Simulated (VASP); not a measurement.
Set up this calculation in VASP 6.6.1, as the native input.

| Item | Value |
| --- | --- |
| Task | single point |
| Functional | PBE |
| Potentials or basis | VASP PAW PBE potentials, release 64 (Ge_d) |
| Cutoff | 520 eV |
| k mesh | 18 × 18 × 18 |
| Occupations | gaussian, width 0.15 eV |
| Spin | no spin polarisation |
| Dipole correction | no |
| Further INCAR settings | ALGO = Normal; EDIFF = 1e-06; NBANDS = 21 |

The structure of Ge lies in POSCAR:

```
Ge
1.0
    0.0000000000      2.8805347719      2.8805347719
    2.8805347719      0.0000000000      2.8805347719
    2.8805347719      2.8805347719      0.0000000000
Ge
2
Direct
    0.5000000000      0.5000000000      0.5000000000
    0.7500000000      0.7500000000      0.7500000000
```

These files were run (other wordings do the same):

INCAR

```
ALGO     = Normal         # electronic algorithm
EDIFF    = 1E-6           # SCF threshold, eV
ENCUT    = 520            # plane-wave cutoff, eV
GGA      = PE             # functional
ISIF     = 2              # what is computed and relaxed
ISMEAR   = 0              # smearing method
LASPH    = True           # aspherical terms in the spheres
LCHARG   = False          # write CHGCAR
LREAL    = False          # projectors in reciprocal space
LWAVE    = False          # write WAVECAR
NBANDS   = 21             # bands
NELM     = 60             # most SCF steps
PREC     = Accurate       # precision mode
SIGMA    = 0.15           # smearing width, eV
```

KPOINTS

```
k-points
0
Gamma
  18 18 18
```

Potentials or basis: VASP PAW PBE potentials, release 64 (Ge_d).

The run is started by

```console
$ cat potpaw_PBE.64/Ge_d/POTCAR > POTCAR
$ mpirun -np 1 vasp_std > vasp.out
```

It gave:

```yaml
Pressure: -0.1 GPa
Band_gap_on_the_k_mesh: zero (filled and empty bands touch)
```

Caveat: semilocal functionals underestimate gaps, and a narrow one can read as zero.

It took 3.7 min on 1 thread of Intel Xeon 8259CL, with other jobs on the host, peak memory 0.28 GiB.
